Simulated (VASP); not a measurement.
A run of VASP 6.6.1:

INCAR

```
PREC = Accurate ; ENCUT = 520
EDIFF = 1E-6 ; ISMEAR = -1
SIGMA = 0.02 ; LREAL = F
LASPH = T ; NELM = 150
ALGO = Normal ; ISIF = 2
LWAVE = F ; LCHARG = T
MAGMOM = 0 0 0 0 0 0 ; LORBIT = 11
LSORBIT = T ; GGA_COMPAT = F
LORBMOM = T ; LMAXMIX = 4
GGA = PE ; IVDW = 12
LVHAR = T ; NBANDS = 40
```

File KPOINTS:

```
Automatic mesh
0
Gamma
  8 8 5
```

POSCAR

```
Ru
1.0
    2.6692306523      0.0000000000      0.0000000000
   -1.3346153261      2.3116215535      0.0000000000
    0.0000000000      0.0000000000      4.2240293924
Ru
2
Direct
    0.6666666667      0.3333333333      0.7500000000
    0.3333333333      0.6666666667      0.2500000000
```

Potentials or basis: VASP PAW PBE potentials, release 64 (Ru_pv).

Command:

```sh
$ cat potpaw_PBE.64/Ru_pv/POTCAR > POTCAR
$ mpirun -np 1 vasp_ncl > vasp.out
```

Hardware: 1 thread of Intel(R) Xeon(R) 6975P-C (Granite Rapids), with other jobs on the host.

Task: How long does it take, and how much memory?

Result: Wall time 27 s on 1 thread of Intel(R) Xeon(R) 6975P-C (Granite Rapids) (shared host), peak memory 0.22 GiB. Counts: scf iterations 13, k points 30.
